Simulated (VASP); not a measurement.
# ZnF2 (P4_2/mnm) in VASP: single point with PBE

Aim: the single point of ZnF2 with PBE.

Everything below comes from runs of VASP 6.6.1. Logs are shortened: lines on timing, memory, paths and dates and some standing lists are left out, and cuts for length are marked.

## (1) The cell of the first run

It takes space group P4_2/mnm (No. 136, tetragonal). Conventional cell: a = 4.799 Å, b = 4.799 Å, c = 3.176 Å, α = 90.00°, β = 90.00°, γ = 90.00°. Zn (site symmetry mmm) has 6 F at 2.07 Å within 2.7 Å. F (site symmetry m2m) has 3 Zn at 2.07 Å and 1 F at 2.66 Å within 2.7 Å.

## (2) Single point, PBE

POSCAR reads:

```
ZnF2
1.0
    4.7994298519      0.0000000000      0.0000000000
    0.0000000000      4.7994298519      0.0000000000
    0.0000000000      0.0000000000      3.1762544017
Zn F
2 4
Direct
    0.0000000000      0.0000000000      0.0000000000
    0.5000000000      0.5000000000      0.5000000000
    0.6957099756      0.3042900244      0.0000000000
    0.8042900244      0.8042900244      0.5000000000
    0.3042900244      0.6957099756      0.0000000000
    0.1957099756      0.1957099756      0.5000000000
```

INCAR.step1 reads:

```
  PREC = Accurate
  ENCUT = 520
  EDIFF = 1E-6
  ISMEAR = 0
  SIGMA = 0.02
  LREAL = False
  LASPH = True
  NELM = 120
  ALGO = Normal
  ISIF = 2
  LWAVE = False
  LCHARG = True
  GGA = PE
  NBANDS = 35
  GGA_COMPAT = False
  NEDOS = 2001
  LORBIT = 11
```

KPOINTS.step1 reads:

```
regular mesh
0
Gamma
  6 6 8
```

INCAR.step2 reads:

```
  PREC = Accurate
  ENCUT = 520
  EDIFF = 1E-6
  ISMEAR = -5
  SIGMA = 0.02
  LREAL = False
  LASPH = True
  NELM = 120
  ALGO = Normal
  ISIF = 2
  LWAVE = False
  LCHARG = False
  GGA = PE
  LORBIT = 11
  NBANDS = 35
  NEDOS = 1001
  ICHARG = 11
  GGA_COMPAT = False
```

KPOINTS.step2 reads:

```
regular mesh
0
Gamma
  9 9 12
```

Potentials or basis: VASP PAW PBE potentials, release 64 (Zn, F).

Started as:

```console
$ cat potpaw_PBE.64/Zn/POTCAR potpaw_PBE.64/F/POTCAR > POTCAR
$ cp INCAR.step1 INCAR
$ cp KPOINTS.step1 KPOINTS
$ mpirun -np 1 vasp_std > vasp.out
$ cp INCAR.step2 INCAR
$ cp KPOINTS.step2 KPOINTS
$ mpirun -np 1 vasp_std > vasp.out
```

OUTCAR:

```text
PREC = Accurate
   ENCUT = 520
   EDIFF = 1E-6
   ISMEAR = -5
   LREAL = False
   LASPH = True
   NELM = 120
   ISIF = 2
   GGA = PE
   LORBIT = 11
   ICHARG = 11

 ion  position               nearest neighbor table
   1  0.000  0.000  0.000-   3 2.07   5 2.07   4 2.07   6 2.07   4 2.07   6 2.07
   2  0.500  0.500  0.500-   4 2.07   6 2.07   5 2.07   3 2.07   3 2.07   5 2.07
   3  0.696  0.304  0.000-   1 2.07   2 2.07   2 2.07
   4  0.804  0.804  0.500-   2 2.07   1 2.07   1 2.07
   5  0.304  0.696  0.000-   1 2.07   2 2.07   2 2.07
   6  0.196  0.196  0.500-   2 2.07   1 2.07   1 2.07

  LATTYP: Found a simple tetragonal cell.
 ALAT       =     4.7994298519
 C/A-ratio  =     0.6617982760

  Lattice vectors:

 A1 = (   4.7994298519,   0.0000000000,   0.0000000000)
 A2 = (   0.0000000000,   4.7994298519,   0.0000000000)
 A3 = (   0.0000000000,   0.0000000000,   3.1762544017)

Analysis of symmetry for initial positions (statically):
=====================================================================
 Subroutine PRICEL returns:
 Original cell was already a primitive cell.

 Routine SETGRP: Setting up the symmetry group for a
 simple tetragonal supercell.

 Subroutine GETGRP returns: Found 16 space group operations
 (whereof  8 operations were pure point group operations)
 out of a pool of 16 trial point group operations.

The static configuration has the point symmetry D_2h.
 The point group associated with its full space group is D_4h.

Analysis of symmetry for dynamics (positions and initial velocities):
=====================================================================
 Subroutine PRICEL returns:
 Original cell was already a primitive cell.

 Routine SETGRP: Setting up the symmetry group for a
 simple tetragonal supercell.

 Subroutine GETGRP returns: Found 16 space group operations
 (whereof  8 operations were pure point group operations)
 out of a pool of 16 trial point group operations.

The dynamic configuration has the point symmetry D_2h.
 The point group associated with its full space group is D_4h.

 Subroutine INISYM returns: Found 16 space group operations
 (whereof  8 operations are pure point group operations),
 and found     1 'primitive' translations

----------------------------------------------------------------------------------------

                                     Primitive cell

  volume of cell :      73.1635

  direct lattice vectors                    reciprocal lattice vectors
     4.799429852  0.000000000  0.000000000     0.208358082  0.000000000  0.000000000
     0.000000000  4.799429852  0.000000000     0.000000000  0.208358082  0.000000000
     0.000000000  0.000000000  3.176254402     0.000000000  0.000000000  0.314836242

  length of vectors
     4.799429852  4.799429852  3.176254402     0.208358082  0.208358082  0.314836242

  position of ions in fractional coordinates (direct lattice)
     0.000000000  0.000000000  0.000000000
     0.500000000  0.500000000  0.500000000
     0.695709976  0.304290024  0.000000000
     0.804290024  0.804290024  0.500000000
     0.304290024  0.695709976  0.000000000
     0.195709976  0.195709976  0.500000000

  ion indices of the primitive-cell ions
   primitive index   ion index
                 1           1
                 2           2
                 3           3
                 4           4
                 5           5
                 6           6

----------------------------------------------------------------------------------------

 KPOINTS: regular mesh

Automatic generation of k-mesh.
 Grid dimensions read from file:
 generate k-points for:    9    9   12

 Generating k-lattice:

  Cartesian coordinates                     Fractional coordinates (reciprocal lattice)
     0.023150898  0.000000000  0.000000000     0.111111111  0.000000000  0.000000000
     0.000000000  0.023150898  0.000000000     0.000000000  0.111111111  0.000000000
     0.000000000  0.000000000  0.026236354     0.000000000  0.000000000  0.083333333

  Length of vectors
     0.023150898  0.023150898  0.026236354

  Shift w.r.t. Gamma in fractional coordinates (k-lattice)
     0.000000000  0.000000000  0.000000000

 TETIRR: Found   1446 inequivalent tetrahedra from     5832

 Subroutine IBZKPT returns following result:
 ===========================================

 Found    105 irreducible k-points:

 Following reciprocal coordinates:
            Coordinates               Weight
  0.000000  0.000000  0.000000      1.000000
  0.111111  0.000000  0.000000      4.000000
  0.222222  0.000000  0.000000      4.000000
  0.333333  0.000000  0.000000      4.000000
  0.444444  0.000000  0.000000      4.000000
  0.111111  0.111111  0.000000      4.000000
[... 16 lines left out ...]
  0.333333  0.111111  0.083333     16.000000
  0.444444  0.111111  0.083333     16.000000
 [... further k-points ...]
   k-points           NKPTS =    105   k-points in BZ     NKDIM =    105   number of bands    NBANDS=     35
   number of dos      NEDOS =   1001   number of ions     NIONS =      6
   total plane-waves  NPLWV =  31104
   dimension x,y,z NGX =    36 NGY =   36 NGZ =   24
   dimension x,y,z NGXF=    72 NGYF=   72 NGZF=   48
   ions per type =               2   4
   NGX,Y,Z   is equivalent  to a cutoff of  12.47, 12.47, 12.56 a.u.
   NGXF,Y,Z  is equivalent  to a cutoff of  24.94, 24.94, 25.12 a.u.
 SYSTEM =  unknown system
   PREC   = accura    normal or accurate (medium, high low for compatibility)
   ISTART =      0    job   : 0-new  1-cont  2-samecut
   ICHARG =     11    charge: 1-file 2-atom 10-const
   ISPIN  =      1    spin polarized calculation?
   LNONCOLLINEAR =      F non collinear calculations
   LSORBIT =      F    spin-orbit coupling
   LASPH  =      T    aspherical Exc in radial PAW
   ENCUT  =  520.0 eV  38.22 Ry    6.18 a.u.   8.92  8.92  5.91*2*pi/ulx,y,z
   NELM   =    120;   NELMIN=  2; NELMDL=  0     # of ELM steps
   EDIFF  = 0.1E-05   stopping-criterion for ELM
   LREAL  =      F    real-space projection
   EDIFFG = 0.1E-04   stopping-criterion for IOM
   NSW    =      0    number of steps for IOM
   IBRION =     -1    ionic relax: 0-MD 1-quasi-New 2-CG
   NFREE  =      0    steps in history (QN), initial steepest desc. (CG)
   ISIF   =      2    stress and relaxation
   ISYM   =      2    0-nonsym 1-usesym 2-fastsym
   POTIM  = 0.5000    time-step for ionic-motion
   TEBEG  =    0.0;   TEEND  =   0.0 temperature during run
   PSTRESS=    0.0 pullay stress
   NELECT =      52.0000    total number of electrons
   NUPDOWN=      -1.0000    fix difference up-down
   EMIN   =  10.00;   EMAX   =-10.00  energy-range for DOS
   EFERMI =   0.00;   METHOD = LEGACY
   ISMEAR =    -5;   SIGMA  =   0.02  broadening in eV -4-tet -1-fermi 0-gaus
   EFERMI_NEDOS =   21; number of points for ismear=-14 and -15
   IALGO  =     38    algorithm
   IMIX   =      4    mixing-type and parameters
     AMIX     =   0.40;   BMIX     =  1.00
     AMIX_MAG =   1.60;   BMIX_MAG =  1.00
  volume/ion in A,a.u.               =      12.19        82.29
  Fermi-wavevector in a.u.,A,eV,Ry     =   1.460981  2.760853 29.041146  2.134464
  Thomas-Fermi vector in A             =   2.577366
   LORBIT       =     11    0 simple, 1 ext, 2 COOP (PROOUT), +10 PAW based schemes
   GGA     = PE    functional components
   LHFCALC =     F    Hartree Fock is set to
   AEXX    =    0.0000 exact exchange contribution
   IVDW    =     0    specifies the selected vdW correction
   LEPSILON=     F    determine dielectric tensor
   LRPA    =     F    only Hartree local field effects (RPA)
 non-spin polarized calculation
 Fermi weights with tetrahedron method with Bloechl corrections
  energy-cutoff  :      520.00
  volume of cell :       73.16
 maximum number of plane-waves:      2008
 NGX is ok and might be reduce to    36

 number of electron      52.0000025 magnetization

 Free energy of the ion-electron system (eV)
  ---------------------------------------------------
  ext. energy  EPLUGINS =         0.00000000
  ---------------------------------------------------
  free energy    TOTEN  =       -23.24584267 eV

  energy without entropy =      -23.24584267  energy(sigma->0) =      -23.24584267

 E-fermi :  -1.6989     XC(G=0):  -9.9940

 val. band max:       -1.7133087071   @ k =   0.0000   0.0000   0.0000
 cond. band min:       1.7412702979   @ k =   0.0000   0.0000   0.0000
 fundamental gap:      3.4545790051
 Fermi energy:        -1.6988948555

 k-point     1 :       0.0000    0.0000    0.0000
  band No.  band energies     occupation
      1     -23.1113      2.00000
      2     -22.4308      2.00000
      3     -22.4308      2.00000
      4     -22.4062      2.00000
      5      -7.4238      2.00000
      6      -6.6623      2.00000
[... 27 lines left out ...]
     34      12.9567      0.00000
     35      13.2444      0.00000

 k-point     2 :       0.1111    0.0000    0.0000
  band No.  band energies     occupation
      1     -23.0945      2.00000
      2     -22.4797      2.00000
      3     -22.4272      2.00000
      4     -22.3796      2.00000
      5      -7.3679      2.00000
      6      -6.6428      2.00000
[... 27 lines left out ...]
     34      13.3137      0.00000
     35      13.5758      0.00000
[... 796 lines left out ...]
     34      13.7689      0.00000
     35      13.8368      0.00000

 k-point    24 :       0.4444    0.1111    0.0833
  band No.  band energies     occupation
      1     -22.8496      2.00000
      2     -22.7492      2.00000
      3     -22.3954      2.00000
      4     -22.3780      2.00000
      5      -6.7413      2.00000
      6      -6.5491      2.00000
[... 27 lines left out ...]
     34      13.7657      0.00000
     35      14.2929      0.00000

 [... further k-points ...]

------------------------ aborting loop because EDIFF is reached ----------------------------------------

  FORCE on cell =-STRESS in cart. coord.  units (eV):
  Direction    XX          YY          ZZ          XY          YZ          ZX
  --------------------------------------------------------------------------------------
  -------------------------------------------------------------------------------------
  Total        0.1671679      0.1671679      0.2771432      0.0000000      0.0000000      0.0000000
  in kB        3.6607394      3.6607394      6.0690433      0.0000000      0.0000000      0.0000000
  external PRESSURE =       4.4635074 kB  Pullay stress =       0.0000000 kB

 VOLUME and BASIS-vectors are now :
 -----------------------------------------------------------------------------
  energy-cutoff  :      520.00
  volume of cell :       73.16
      direct lattice vectors                 reciprocal lattice vectors
     4.799429852  0.000000000  0.000000000     0.208358082  0.000000000  0.000000000
     0.000000000  4.799429852  0.000000000     0.000000000  0.208358082  0.000000000
     0.000000000  0.000000000  3.176254402     0.000000000  0.000000000  0.314836242

 POSITION                                       TOTAL-FORCE (eV/Angst)
 -----------------------------------------------------------------------------------
      0.00000      0.00000      0.00000         0.000000      0.000000      0.000000
      2.39971      2.39971      1.58813         0.000000      0.000000      0.000000
      3.33901      1.46042      0.00000         0.006785     -0.006785      0.000000
      3.86013      3.86013      1.58813        -0.006785     -0.006785      0.000000
      1.46042      3.33901      0.00000        -0.006785      0.006785      0.000000
      0.93930      0.93930      1.58813         0.006785      0.006785     -0.000000
 -----------------------------------------------------------------------------------
    total drift:                                0.000000      0.000000     -0.000000

  FREE ENERGIE OF THE ION-ELECTRON SYSTEM (eV)
  ---------------------------------------------------
  free  energy   TOTEN  =       -23.2458426684 eV

  energy  without entropy=      -23.2458426684  energy(sigma->0) =      -23.24584267

 total charge

# of ion       s       p       d       tot
------------------------------------------
    1        0.321   0.323   9.927  10.571
    2        0.321   0.323   9.927  10.571
    3        1.735   4.352   0.000   6.087
    4        1.735   4.352   0.000   6.087
    5        1.735   4.352   0.000   6.087
    6        1.735   4.352   0.000   6.087
--------------------------------------------------
tot          7.582  18.056  19.855  45.493
```

Run time: 1.9 min. Hardware: 1 thread of Intel Xeon 6975P-C (Granite Rapids), shared host; peak memory 0.3 GiB.

What came out:

- Valence electrons inside the program's atomic spheres: Zn 10.57; F 6.09
